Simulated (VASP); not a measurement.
A run of VASP 6.6.1 is set up as follows.

File POSCAR:

```
BN
1.0
    2.5479975837      0.0000000000      0.0000000000
   -1.2739987919      2.2066306362      0.0000000000
    0.0000000000      0.0000000000      8.3753606070
B N
4 4
Direct
    0.0000000000      0.0000000000      0.0003894310
    0.3333333333      0.6666666667      0.2496892038
    0.0000000000      0.0000000000      0.5003894310
    0.6666666667      0.3333333333      0.7496892038
    0.0000000000      0.0000000000      0.1869898389
    0.3333333333      0.6666666667      0.4379315264
    0.0000000000      0.0000000000      0.6869898389
    0.6666666667      0.3333333333      0.9379315264
```

The input INCAR.step1:

```
PREC = Accurate
ENCUT = 910
ISMEAR = 0
SIGMA = 0.01
LREAL = F
LASPH = T
NELM = 120
NBANDS = 26
GGA = PE
ALGO = Normal
EDIFF = 1E-5
LWAVE = T
LCHARG = F
GGA_COMPAT = F
```

File INCAR.step2:

```
PREC = Accurate
ENCUT = 910
EDIFF = 1E-6
ISMEAR = 0
SIGMA = 0.01
LREAL = F
LASPH = T
NELM = 120
ALGO = Normal
ISIF = 2
LWAVE = F
LCHARG = F
METAGGA = R2SCAN
LMIXTAU = T
NBANDS = 26
ISTART = 1
GGA_COMPAT = F
```

KPOINTS

```
regular mesh
0
Gamma
  12 12 4
```

Potentials or basis: VASP PAW PBE potentials, release 64 (B_h, N_h).

The run is started by

```console
$ cat potpaw_PBE.64/B_h/POTCAR potpaw_PBE.64/N_h/POTCAR > POTCAR
$ cp INCAR.step1 INCAR
$ mpirun -np 1 vasp_std > vasp.out
$ cp INCAR.step2 INCAR
$ mpirun -np 1 vasp_std > vasp.out
```

Estimate the pressure.

-0.6 GPa.

Estimate the largest force.

0.003 eV/Å.

What does it give for the band gap on the k mesh?

6.07 eV (least direct gap 8.18 eV).

Forces on the atoms (eV/Å):
```
B    0.000  0.000 -0.002
B    0.000  0.000 -0.003
B    0.000  0.000 -0.002
B    0.000  0.000 -0.003
N    0.000  0.000  0.002
N    0.000  0.000  0.003
N    0.000  0.000  0.002
N    0.000  0.000  0.003
```

Caveat: the cutoff is under 1.25 times the usual one of these potentials, so pressure, stress and relaxed cells hold a basis-set (Pulay) error; the PAW data sets were made with another functional, which shifts forces and pressure a little. A k mesh can miss the band edges.
